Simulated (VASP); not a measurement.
# CdCo2Se3 (I4/mmm) in VASP: single point with PBE

Aim: the single point of CdCo2Se3 with PBE.

Program: VASP 6.6.1. These are calculated values, not measurements. Logs are shortened: lines on timing, memory, paths and dates and some standing lists are left out, and cuts for length are marked.

### 1 The cell of the first run

It takes space group I4/mmm (No. 139, tetragonal). The conventional cell has a = 4.331 Å, b = 4.331 Å, c = 13.422 Å, α = 90.00°, β = 90.00°, γ = 90.00°. Within 4.0 Å of Cd (site symmetry 4/mmm) lie 12 Se at 3.06 to 3.99 Å and 8 Co at 3.87 Å. Co (site symmetry 4mm) has 5 Se at 2.36 to 2.38 Å within 3.1 Å. Within 3.1 Å of Se (site symmetry -4m2) lie 4 Co at 2.38 Å and 4 Se at 3.06 Å. Within 3.1 Å of Se (site symmetry 4/mmm) lie 2 Co at 2.36 Å and 4 Cd at 3.06 Å.

### 2 Single point, PBE (20.98 Å³/atom)

Contents of INCAR:

```
ALGO = Normal ; EDIFF = 1E-6
ENCUT = 520 ; GGA = PE
ISIF = 2 ; ISMEAR = 0
LASPH = True ; LCHARG = False
LREAL = False ; LWAVE = False
NBANDS = 33 ; NELM = 60
PREC = Accurate ; SIGMA = 0.1
```

Contents of KPOINTS:

```
k-points
0
Gamma
  10 10 10
```

Contents of POSCAR:

```
CdCo2Se3
1.0
   -2.1655677435      2.1655677435      6.7110128911
    2.1655677435     -2.1655677435      6.7110128911
    2.1655677435      2.1655677435     -6.7110128911
Cd Co Se
1 2 3
Direct
    0.0000000000      0.0000000000      0.0000000000
    0.6759470339      0.6759470339      0.0000000000
    0.3240529661      0.3240529661      0.0000000000
    0.7500000000      0.2500000000      0.5000000000
    0.2500000000      0.7500000000      0.5000000000
    0.5000000000      0.5000000000      0.0000000000
```

Potentials or basis: VASP PAW PBE potentials, release 64 (Cd, Co, Se).

Command:

```console
$ cat potpaw_PBE.64/Cd/POTCAR potpaw_PBE.64/Co/POTCAR potpaw_PBE.64/Se/POTCAR > POTCAR
$ mpirun -np 1 vasp_std > vasp.out
```

OUTCAR:

```text
EDIFF = 1E-6
   ENCUT = 520
   GGA = PE
   ISIF = 2
   ISMEAR = 0
   LASPH = True
   LREAL = False
   NELM = 60
   PREC = Accurate

 ion  position               nearest neighbor table
   1  0.000  0.000  0.000-   6 3.06   6 3.06   6 3.06   6 3.06
   2  0.676  0.676  0.000-   6 2.36   4 2.38   5 2.38   4 2.38   5 2.38
   3  0.324  0.324  0.000-   6 2.36   5 2.38   4 2.38   5 2.38   4 2.38
   4  0.750  0.250  0.500-   2 2.38   3 2.38   3 2.38   2 2.38
   5  0.250  0.750  0.500-   2 2.38   3 2.38   3 2.38   2 2.38
   6  0.500  0.500  0.000-   2 2.36   3 2.36   1 3.06   1 3.06   1 3.06   1 3.06

  LATTYP: Found a body centered tetragonal cell.
 ALAT       =     4.3311354870
 C/A-ratio  =     3.0989623443

  Lattice vectors:

 A1 = (  -2.1655677435,   2.1655677435,   6.7110128911)
 A2 = (   2.1655677435,  -2.1655677435,   6.7110128911)
 A3 = (   2.1655677435,   2.1655677435,  -6.7110128911)

Analysis of symmetry for initial positions (statically):
=====================================================================
 Subroutine PRICEL returns:
 Original cell was already a primitive cell.

 Routine SETGRP: Setting up the symmetry group for a
 body centered tetragonal supercell.

 Subroutine GETGRP returns: Found 16 space group operations
 (whereof 16 operations were pure point group operations)
 out of a pool of 16 trial point group operations.

The static configuration has the point symmetry D_4h.

Analysis of symmetry for dynamics (positions and initial velocities):
=====================================================================
 Subroutine PRICEL returns:
 Original cell was already a primitive cell.

 Routine SETGRP: Setting up the symmetry group for a
 body centered tetragonal supercell.

 Subroutine GETGRP returns: Found 16 space group operations
 (whereof 16 operations were pure point group operations)
 out of a pool of 16 trial point group operations.

The dynamic configuration has the point symmetry D_4h.

 Subroutine INISYM returns: Found 16 space group operations
 (whereof 16 operations are pure point group operations),
 and found     1 'primitive' translations

----------------------------------------------------------------------------------------

                                     Primitive cell

  volume of cell :     125.8901

  direct lattice vectors                    reciprocal lattice vectors
    -2.165567744  2.165567744  6.711012891     0.000000000  0.230886335  0.074504402
     2.165567744 -2.165567744  6.711012891     0.230886335  0.000000000  0.074504402
     2.165567744  2.165567744 -6.711012891     0.230886335  0.230886335  0.000000000

  length of vectors
     7.376792076  7.376792076  7.376792076     0.242609575  0.242609575  0.326522587

  position of ions in fractional coordinates (direct lattice)
     0.000000000  0.000000000  0.000000000
     0.675947034  0.675947034  0.000000000
     0.324052966  0.324052966  0.000000000
     0.750000000  0.250000000  0.500000000
     0.250000000  0.750000000  0.500000000
     0.500000000  0.500000000  0.000000000

  ion indices of the primitive-cell ions
   primitive index   ion index
                 1           1
                 2           2
                 3           3
                 4           4
                 5           5
                 6           6

----------------------------------------------------------------------------------------

 KPOINTS: k-points

Automatic generation of k-mesh.
 Grid dimensions read from file:
 generate k-points for:   10   10   10

 Generating k-lattice:

  Cartesian coordinates                     Fractional coordinates (reciprocal lattice)
     0.000000000  0.023088634  0.007450440     0.100000000  0.000000000 -0.000000000
     0.023088634  0.000000000  0.007450440     0.000000000  0.100000000 -0.000000000
     0.023088634  0.023088634  0.000000000     0.000000000  0.000000000  0.100000000

  Length of vectors
     0.024260957  0.024260957  0.032652259

  Shift w.r.t. Gamma in fractional coordinates (k-lattice)
     0.000000000  0.000000000  0.000000000

 Subroutine IBZKPT returns following result:
 ===========================================

 Found    102 irreducible k-points:

 Following reciprocal coordinates:
            Coordinates               Weight
  0.000000  0.000000  0.000000      1.000000
  0.100000 -0.000000  0.000000      8.000000
  0.200000 -0.000000  0.000000      8.000000
  0.300000  0.000000  0.000000      8.000000
  0.400000  0.000000  0.000000      8.000000
  0.500000  0.000000  0.000000      4.000000
[... 16 lines left out ...]
  0.300000  0.300000  0.000000      8.000000
  0.400000  0.300000  0.000000     16.000000
 [... further k-points ...]
   k-points           NKPTS =    102   k-points in BZ     NKDIM =    102   number of bands    NBANDS=     33
   number of dos      NEDOS =    301   number of ions     NIONS =      6
   total plane-waves  NPLWV = 175616
   dimension x,y,z NGX =    56 NGY =   56 NGZ =   56
   dimension x,y,z NGXF=   112 NGYF=  112 NGZF=  112
   ions per type =               1   2   3
   NGX,Y,Z   is equivalent  to a cutoff of  12.62, 12.62, 12.62 a.u.
   NGXF,Y,Z  is equivalent  to a cutoff of  25.24, 25.24, 25.24 a.u.
 SYSTEM =  unknown system
   PREC   = accura    normal or accurate (medium, high low for compatibility)
   ISTART =      0    job   : 0-new  1-cont  2-samecut
   ICHARG =      2    charge: 1-file 2-atom 10-const
   ISPIN  =      1    spin polarized calculation?
   LNONCOLLINEAR =      F non collinear calculations
   LSORBIT =      F    spin-orbit coupling
   LASPH  =      T    aspherical Exc in radial PAW
   ENCUT  =  520.0 eV  38.22 Ry    6.18 a.u.  13.72 13.72 13.72*2*pi/ulx,y,z
   NELM   =     60;   NELMIN=  2; NELMDL= -5     # of ELM steps
   EDIFF  = 0.1E-05   stopping-criterion for ELM
   LREAL  =      F    real-space projection
   EDIFFG = 0.1E-04   stopping-criterion for IOM
   NSW    =      0    number of steps for IOM
   IBRION =     -1    ionic relax: 0-MD 1-quasi-New 2-CG
   NFREE  =      0    steps in history (QN), initial steepest desc. (CG)
   ISIF   =      2    stress and relaxation
   ISYM   =      2    0-nonsym 1-usesym 2-fastsym
   POTIM  = 0.5000    time-step for ionic-motion
   TEBEG  =    0.0;   TEEND  =   0.0 temperature during run
   PSTRESS=    0.0 pullay stress
   NELECT =      48.0000    total number of electrons
   NUPDOWN=      -1.0000    fix difference up-down
   EMIN   =  10.00;   EMAX   =-10.00  energy-range for DOS
   EFERMI =   0.00;   METHOD = LEGACY
   ISMEAR =     0;   SIGMA  =   0.10  broadening in eV -4-tet -1-fermi 0-gaus
   EFERMI_NEDOS =   21; number of points for ismear=-14 and -15
   IALGO  =     38    algorithm
   IMIX   =      4    mixing-type and parameters
     AMIX     =   0.40;   BMIX     =  1.00
     AMIX_MAG =   1.60;   BMIX_MAG =  1.00
  volume/ion in A,a.u.               =      20.98       141.59
  Fermi-wavevector in a.u.,A,eV,Ry     =   1.187111  2.243315 19.173776  1.409233
  Thomas-Fermi vector in A             =   2.323269
   LORBIT       =      0    0 simple, 1 ext, 2 COOP (PROOUT), +10 PAW based schemes
   GGA     = PE    functional components
   LHFCALC =     F    Hartree Fock is set to
   AEXX    =    0.0000 exact exchange contribution
   IVDW    =     0    specifies the selected vdW correction
   LEPSILON=     F    determine dielectric tensor
   LRPA    =     F    only Hartree local field effects (RPA)
 non-spin polarized calculation
 Gauss-broadening in eV      SIGMA  =   0.10
  energy-cutoff  :      520.00
  volume of cell :      125.89
 maximum number of plane-waves:      3436
   NGX = 27   NGY = 27   NGZ = 27

 number of electron      47.9999997 magnetization

 Free energy of the ion-electron system (eV)
  ---------------------------------------------------
  ext. energy  EPLUGINS =         0.00000000
  ---------------------------------------------------
  free energy    TOTEN  =       -25.54207391 eV

  energy without entropy =      -25.51804348  energy(sigma->0) =      -25.53005869

 E-fermi :   4.2332     XC(G=0): -10.0435

 val. band max:        4.2318403881   @ k =   0.4000   0.2000   0.0000
 cond. band min:       4.2359629897   @ k =  -0.1000   0.3000   0.1000
 fundamental gap:      0.0041226016
 Fermi energy:         4.2331832848

 k-point     1 :       0.0000    0.0000    0.0000
  band No.  band energies     occupation
      1     -10.8489      2.00000
      2      -9.1175      2.00000
      3      -8.0018      2.00000
      4      -4.1088      2.00000
      5      -4.0711      2.00000
      6      -4.0575      2.00000
[... 25 lines left out ...]
     32       9.9714      0.00000
     33       9.9714      0.00000

 k-point     2 :       0.1000   -0.0000    0.0000
  band No.  band energies     occupation
      1     -10.7918      2.00000
      2      -9.1022      2.00000
      3      -8.0864      2.00000
      4      -4.1046      2.00000
      5      -4.0847      2.00000
      6      -4.0642      2.00000
[... 25 lines left out ...]
     32       9.9464      0.00000
     33      10.0754      0.00000

 k-point     3 :       0.2000   -0.0000    0.0000
  band No.  band energies     occupation
      1     -10.6236      2.00000
      2      -9.0617      2.00000
      3      -8.3264      2.00000
      4      -4.1195      2.00000
      5      -4.1060      2.00000
      6      -4.0805      2.00000
[... 25 lines left out ...]
     32       9.7214      0.00000
     33       9.7738      0.00000

 k-point     4 :       0.3000    0.0000    0.0000
  band No.  band energies     occupation
      1     -10.3535      2.00000
      2      -9.0153      2.00000
      3      -8.6801      2.00000
      4      -4.1612      2.00000
      5      -4.1364      2.00000
      6      -4.0981      2.00000
[... 25 lines left out ...]
     32       9.3193      0.00000
     33       9.4165      0.00000

 k-point     5 :       0.4000    0.0000    0.0000
  band No.  band energies     occupation
      1      -9.9976      2.00000
      2      -9.1488      2.00000
      3      -8.9305      2.00000
      4      -4.1939      2.00000
      5      -4.1708      2.00000
      6      -4.1111      2.00000
[... 604 lines left out ...]
 k-point    22 :      -0.2000    0.2000    0.0000
  band No.  band energies     occupation
      1     -10.4211      2.00000
      2      -9.0089      2.00000
      3      -8.5251      2.00000
      4      -4.1664      2.00000
      5      -4.0896      2.00000
      6      -4.0699      2.00000
[... 25 lines left out ...]
     32       9.3896      0.00000
     33      10.5072      0.00000

 k-point    23 :       0.3000    0.3000    0.0000
  band No.  band energies     occupation
      1      -9.9346      2.00000
      2      -8.9870      2.00000
      3      -8.9033      2.00000
      4      -4.1521      2.00000
      5      -4.0876      2.00000
      6      -4.0769      2.00000
[... 25 lines left out ...]
     32      10.3035      0.00000
     33      10.7971      0.00000

 k-point    24 :       0.4000    0.3000    0.0000
  band No.  band energies     occupation
      1      -9.6619      2.00000
      2      -9.1247      2.00000
      3      -8.9548      2.00000
      4      -4.1239      2.00000
      5      -4.0924      2.00000
      6      -4.0766      2.00000
[... 25 lines left out ...]
     32      10.4365      0.00000
     33      11.2012      0.00000

 [... further k-points ...]

------------------------ aborting loop because EDIFF is reached ----------------------------------------

  FORCE on cell =-STRESS in cart. coord.  units (eV):
  Direction    XX          YY          ZZ          XY          YZ          ZX
  --------------------------------------------------------------------------------------
  -------------------------------------------------------------------------------------
  Total       -1.5355104     -1.5355104     -1.4866687      0.0000000     -0.0000000     -0.0000000
  in kB      -19.5421228    -19.5421228    -18.9205243      0.0000000     -0.0000000     -0.0000000
  external PRESSURE =     -19.3349233 kB  Pullay stress =       0.0000000 kB

 VOLUME and BASIS-vectors are now :
 -----------------------------------------------------------------------------
  energy-cutoff  :      520.00
  volume of cell :      125.89
      direct lattice vectors                 reciprocal lattice vectors
    -2.165567744  2.165567744  6.711012891     0.000000000  0.230886335  0.074504402
     2.165567744 -2.165567744  6.711012891     0.230886335  0.000000000  0.074504402
     2.165567744  2.165567744 -6.711012891     0.230886335  0.230886335  0.000000000

 POSITION                                       TOTAL-FORCE (eV/Angst)
 -----------------------------------------------------------------------------------
      0.00000      0.00000      0.00000        -0.000000     -0.000000      0.000000
      0.00000      0.00000      9.07258        -0.000000     -0.000000     -0.003583
      0.00000      0.00000      4.34945         0.000000      0.000000      0.003583
      0.00000      2.16557      3.35551        -0.000000     -0.000000     -0.000000
      2.16557      0.00000      3.35551        -0.000000     -0.000000     -0.000000
      0.00000      0.00000      6.71101        -0.000000     -0.000000      0.000000
 -----------------------------------------------------------------------------------
    total drift:                               -0.000000     -0.000000      0.000000

  FREE ENERGIE OF THE ION-ELECTRON SYSTEM (eV)
  ---------------------------------------------------
  free  energy   TOTEN  =       -25.5420739107 eV

  energy  without entropy=      -25.5180434766  energy(sigma->0) =      -25.53005869
```

Run time: 10 min. Hardware: 1 thread of Intel Xeon 6975P-C (Granite Rapids), shared host; peak memory 0.7 GiB.

Results:

```
Free energy            : -25.5421 eV
Pressure               : -1.9 GPa
Largest force          : 0.004 eV/Å
Band gap on the k mesh : zero (bands 24 and 25 overlap by 0.98 eV)
```

Forces on the atoms (eV/Å):
```
Cd   0.000  0.000  0.000
Co   0.000  0.000 -0.004
Co   0.000  0.000  0.004
Se   0.000  0.000  0.000
Se   0.000  0.000  0.000
Se   0.000  0.000  0.000
```

Caveat: the run has no spin polarisation, though such a crystal can be magnetic. With open d or f shells a metallic result of PBE can be an artefact of self-interaction; +U or a hybrid may open a gap.
